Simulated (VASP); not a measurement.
# P (Cmce) in VASP: electric field gradients with PBEsol

Aim: the electric field gradients of P with PBEsol.

Everything below comes from runs of VASP 6.6.1. Logs are shortened: lines on timing, memory, paths and dates and some standing lists are left out, and cuts for length are marked.

### Step 1. The cell of the first run

It takes space group Cmce (No. 64, orthorhombic). The conventional cell has a = 3.311 Å, b = 10.319 Å, c = 4.317 Å, α = 90.00°, β = 90.00°, γ = 90.00°. Within 2.9 Å of P (site symmetry m) lie 3 P at 2.23 to 2.25 Å.

### Step 2. Electric field gradients, PBEsol

Input file INCAR:

```
PREC = Accurate ; ENCUT = 520
EDIFF = 1E-8 ; ISMEAR = -1
SIGMA = 0.05 ; LREAL = False
LASPH = True ; NELM = 80
ALGO = Normal ; ISIF = 2
LWAVE = False ; LCHARG = False
GGA = PS ; LEFG = True
NBANDS = 18
```

Input file KPOINTS:

```
Automatic mesh
0
Gamma
  15 15 11
```

Input file POSCAR:

```
P
1.0
    1.6554500000     -5.1595000000      0.0000000000
    1.6554500000      5.1595000000      0.0000000000
    0.0000000000      0.0000000000      4.3170000000
P
4
Direct
    0.8957285352      0.1042714648      0.0774954079
    0.6042714648      0.3957285352      0.5774954079
    0.1042714648      0.8957285352      0.9225045921
    0.3957285352      0.6042714648      0.4225045921
```

Potentials or basis: VASP PAW PBE potentials, release 64 (P).

Launch:

```bash
$ cat potpaw_PBE.64/P/POTCAR > POTCAR
$ mpirun -np 1 vasp_std > vasp.out
```

OUTCAR:

```text
PREC = Accurate
   ENCUT = 520
   EDIFF = 1E-8
   ISMEAR = -1
   LREAL = False
   LASPH = True
   NELM = 80
   ISIF = 2
   GGA = PS

 ion  position               nearest neighbor table
   1  0.896  0.104  0.077-   4 2.23   4 2.23   3 2.25
   2  0.604  0.396  0.577-   3 2.23   3 2.23   4 2.25
   3  0.104  0.896  0.923-   2 2.23   2 2.23   1 2.25
   4  0.396  0.604  0.423-   1 2.23   1 2.23   2 2.25

  LATTYP: Found a base centered orthorhombic cell.
 ALAT       =     3.3109000000
 B/A-ratio  =     3.1166752243
 C/A-ratio  =     1.3038750793

  Lattice vectors:

 A1 = (   1.6554500000,  -5.1595000000,   0.0000000000)
 A2 = (   1.6554500000,   5.1595000000,   0.0000000000)
 A3 = (   0.0000000000,   0.0000000000,   4.3170000000)

Analysis of symmetry for initial positions (statically):
=====================================================================
 Subroutine PRICEL returns:
 Original cell was already a primitive cell.

 Routine SETGRP: Setting up the symmetry group for a
 base centered orthorhombic supercell.

 Subroutine GETGRP returns: Found  8 space group operations
 (whereof  4 operations were pure point group operations)
 out of a pool of  8 trial point group operations.

The static configuration has the point symmetry C_2h.
 The point group associated with its full space group is D_2h.

Analysis of symmetry for dynamics (positions and initial velocities):
=====================================================================
 Subroutine PRICEL returns:
 Original cell was already a primitive cell.

 Routine SETGRP: Setting up the symmetry group for a
 base centered orthorhombic supercell.

 Subroutine GETGRP returns: Found  8 space group operations
 (whereof  4 operations were pure point group operations)
 out of a pool of  8 trial point group operations.

The dynamic configuration has the point symmetry C_2h.
 The point group associated with its full space group is D_2h.

 Subroutine INISYM returns: Found  8 space group operations
 (whereof  4 operations are pure point group operations),
 and found     1 'primitive' translations

----------------------------------------------------------------------------------------

                                     Primitive cell

  volume of cell :      73.7455

  direct lattice vectors                    reciprocal lattice vectors
     1.655450000 -5.159500000  0.000000000     0.302032680 -0.096908615  0.000000000
     1.655450000  5.159500000  0.000000000     0.302032680  0.096908615  0.000000000
     0.000000000  0.000000000  4.317000000     0.000000000  0.000000000  0.231642344

  length of vectors
     5.418574993  5.418574993  4.317000000     0.317198707  0.317198707  0.231642344

  position of ions in fractional coordinates (direct lattice)
     0.895728535  0.104271465  0.077495408
     0.604271465  0.395728535  0.577495408
     0.104271465  0.895728535  0.922504592
     0.395728535  0.604271465  0.422504592

  ion indices of the primitive-cell ions
   primitive index   ion index
                 1           1
                 2           2
                 3           3
                 4           4

----------------------------------------------------------------------------------------

 KPOINTS: Automatic mesh

Automatic generation of k-mesh.
 Grid dimensions read from file:
 generate k-points for:   15   15   11

 Generating k-lattice:

  Cartesian coordinates                     Fractional coordinates (reciprocal lattice)
     0.020135512 -0.006460574  0.000000000     0.066666667  0.000000000  0.000000000
     0.020135512  0.006460574  0.000000000     0.000000000  0.066666667  0.000000000
     0.000000000  0.000000000  0.021058395     0.000000000  0.000000000  0.090909091

  Length of vectors
[... 41 lines left out ...]
   dimension x,y,z NGXF=    80 NGYF=   80 NGZF=   64
   ions per type =               4
   NGX,Y,Z   is equivalent  to a cutoff of  12.27, 12.27, 12.32 a.u.
   NGXF,Y,Z  is equivalent  to a cutoff of  24.54, 24.54, 24.65 a.u.
 SYSTEM =  unknown system
   PREC   = accura    normal or accurate (medium, high low for compatibility)
   ISTART =      0    job   : 0-new  1-cont  2-samecut
   ICHARG =      2    charge: 1-file 2-atom 10-const
   ISPIN  =      1    spin polarized calculation?
   LNONCOLLINEAR =      F non collinear calculations
   LSORBIT =      F    spin-orbit coupling
   LASPH  =      T    aspherical Exc in radial PAW
   ENCUT  =  520.0 eV  38.22 Ry    6.18 a.u.  10.07 10.07  8.03*2*pi/ulx,y,z
   NELM   =     80;   NELMIN=  2; NELMDL= -5     # of ELM steps
   EDIFF  = 0.1E-07   stopping-criterion for ELM
   LREAL  =      F    real-space projection
   EDIFFG = 0.1E-06   stopping-criterion for IOM
   NSW    =      0    number of steps for IOM
   IBRION =     -1    ionic relax: 0-MD 1-quasi-New 2-CG
   NFREE  =      0    steps in history (QN), initial steepest desc. (CG)
   ISIF   =      2    stress and relaxation
   ISYM   =      2    0-nonsym 1-usesym 2-fastsym
   POTIM  = 0.5000    time-step for ionic-motion
   TEBEG  =    0.0;   TEEND  =   0.0 temperature during run
   PSTRESS=    0.0 pullay stress
   NELECT =      20.0000    total number of electrons
   NUPDOWN=      -1.0000    fix difference up-down
   EMIN   =  10.00;   EMAX   =-10.00  energy-range for DOS
   EFERMI =   0.00;   METHOD = LEGACY
   ISMEAR =    -1;   SIGMA  =   0.05  broadening in eV -4-tet -1-fermi 0-gaus
   EFERMI_NEDOS =   21; number of points for ismear=-14 and -15
   IALGO  =     38    algorithm
   IMIX   =      4    mixing-type and parameters
     AMIX     =   0.40;   BMIX     =  1.00
     AMIX_MAG =   1.60;   BMIX_MAG =  1.00
  volume/ion in A,a.u.               =      18.44       124.41
  Fermi-wavevector in a.u.,A,eV,Ry     =   1.059676  2.002496 15.278149  1.122912
  Thomas-Fermi vector in A             =   2.195029
   LORBIT       =      0    0 simple, 1 ext, 2 COOP (PROOUT), +10 PAW based schemes
   GGA     = PS    functional components
   LHFCALC =     F    Hartree Fock is set to
   AEXX    =    0.0000 exact exchange contribution
   IVDW    =     0    specifies the selected vdW correction
   LEPSILON=     F    determine dielectric tensor
   LRPA    =     F    only Hartree local field effects (RPA)
 non-spin polarized calculation
  energy-cutoff  :      520.00
  volume of cell :       73.75
 maximum number of plane-waves:      2008
   NGX = 21   NGY = 21   NGZ = 17

 number of electron      19.9999996 magnetization

 Free energy of the ion-electron system (eV)
  ---------------------------------------------------
  ext. energy  EPLUGINS =         0.00000000
  ---------------------------------------------------
  free energy    TOTEN  =       -23.04553446 eV

  energy without entropy =      -23.04428455  energy(sigma->0) =      -23.04490951

 E-fermi :   6.8829     XC(G=0): -10.1722

 val. band max:        6.8705704355   @ k =   0.4667   0.4000   0.0000
 cond. band min:       6.8957951350   @ k =  -0.4000   0.0667   0.0000
 fundamental gap:      0.0252246995
 Fermi energy:         6.8829490833

 k-point     1 :       0.0000    0.0000    0.0000
  band No.  band energies     occupation
      1      -9.0033      2.00000
      2      -5.8435      2.00000
      3      -2.5207      2.00000
      4      -0.2647      2.00000
      5       1.8516      2.00000
      6       2.3654      2.00000
[... 481 lines left out ...]
      5       0.8216      2.00000
      6       1.1456      2.00000
[... 10 lines left out ...]
     17      13.3667      0.00000
     18      14.7982      0.00000

 [... further k-points ...]

------------------------ aborting loop because EDIFF is reached ----------------------------------------

  FORCE on cell =-STRESS in cart. coord.  units (eV):
  Direction    XX          YY          ZZ          XY          YZ          ZX
  --------------------------------------------------------------------------------------
  -------------------------------------------------------------------------------------
  Total       -0.4597316     -0.0979266     -0.5087325      0.0000000      0.0000000      0.0000000
  in kB       -9.9880156     -2.1275290    -11.0525970      0.0000000      0.0000000      0.0000000
  external PRESSURE =      -7.7227139 kB  Pullay stress =       0.0000000 kB

 VOLUME and BASIS-vectors are now :
 -----------------------------------------------------------------------------
  energy-cutoff  :      520.00
  volume of cell :       73.75
      direct lattice vectors                 reciprocal lattice vectors
     1.655450000 -5.159500000  0.000000000     0.302032680 -0.096908615  0.000000000
     1.655450000  5.159500000  0.000000000     0.302032680  0.096908615  0.000000000
     0.000000000  0.000000000  4.317000000     0.000000000  0.000000000  0.231642344

 POSITION                                       TOTAL-FORCE (eV/Angst)
 -----------------------------------------------------------------------------------
      1.65545     -4.08352      0.33455         0.000000     -0.028889      0.008738
      1.65545     -1.07598      2.49305         0.000000      0.028889      0.008738
      1.65545      4.08352      3.98245         0.000000      0.028889     -0.008738
      1.65545      1.07598      1.82395         0.000000     -0.028889     -0.008738
 -----------------------------------------------------------------------------------
    total drift:                                0.000000     -0.000000     -0.000000

  FREE ENERGIE OF THE ION-ELECTRON SYSTEM (eV)
  ---------------------------------------------------
  free  energy   TOTEN  =       -23.0455344591 eV

  energy  without entropy=      -23.0442845532  energy(sigma->0) =      -23.04490951

 Electric field gradients (V/A^2)
---------------------------------------------------------------------
 ion       V_xx      V_yy      V_zz      V_xy      V_xz      V_yz
---------------------------------------------------------------------
   1      31.286   -25.367    -5.919     0.000     0.000    50.278
   2      31.286   -25.367    -5.919     0.000     0.000   -50.278
   3      31.286   -25.367    -5.919     0.000    -0.000    50.278
   4      31.286   -25.367    -5.919    -0.000    -0.000   -50.278
---------------------------------------------------------------------

 Electric field gradients after diagonalization (V/A^2)
 (convention: |V_zz| > |V_xx| > |V_yy|)
----------------------------------------------------------------------
 ion       V_xx      V_yy      V_zz     asymmetry (V_yy - V_xx)/ V_zz
----------------------------------------------------------------------
   1      35.567    31.286   -66.852       0.064
   2      35.567    31.286   -66.852       0.064
   3      35.567    31.286   -66.852       0.064
   4      35.567    31.286   -66.852       0.064
----------------------------------------------------------------------

           NMR quadrupolar parameters

 Cq : quadrupolar parameter    Cq=e*Q*V_zz/h
 eta: asymmetry parameters     (V_yy - V_xx)/ V_zz
 Q  : nuclear electric quadrupole moment in mb (millibarn)
----------------------------------------------------------------------
 ion       Cq(MHz)       eta       Q (mb)
----------------------------------------------------------------------
   1      -0.162       0.064       1.000
   2      -0.162       0.064       1.000
   3      -0.162       0.064       1.000
   4      -0.162       0.064       1.000
----------------------------------------------------------------------
```

Run time: 14 min. Hardware: 1 thread of Intel Xeon 8259CL, shared host; peak memory 0.47 GiB.

What came out:

| Property | Result |
| --- | --- |
| Free energy | -23.0455 eV |
| Pressure | -0.8 GPa |
| Largest force | 0.030 eV/Å |
| Band gap on the k mesh | zero (bands 10 and 11 overlap by 0.30 eV) |
| Largest electric field gradient by atom | P -66.9 V/Å² |

Forces on the atoms (eV/Å):
```
P    0.000 -0.029  0.009
P    0.000  0.029  0.009
P    0.000  0.029 -0.009
P    0.000 -0.029 -0.009
```

Stress tensor (GPa, compression positive):
```
-1.00  0.00  0.00
 0.00 -0.21  0.00
 0.00  0.00 -1.11
```

Electric field gradients, principal values (V/Å²):
```
atom   least  middle  greatest (by size)
 1 P  31.286  35.567             -66.852
 2 P  31.286  35.567             -66.852
 3 P  31.286  35.567             -66.852
 4 P  31.286  35.567             -66.852
```

Caveat: without QUAD_EFG the Cq values of the log hold for a quadrupole moment of 1 mb, not for the nuclei; the PAW data sets were made with another functional, which shifts forces and pressure a little.

The gap in the log of VASP goes by the Fermi energy; the results here count the filled bands.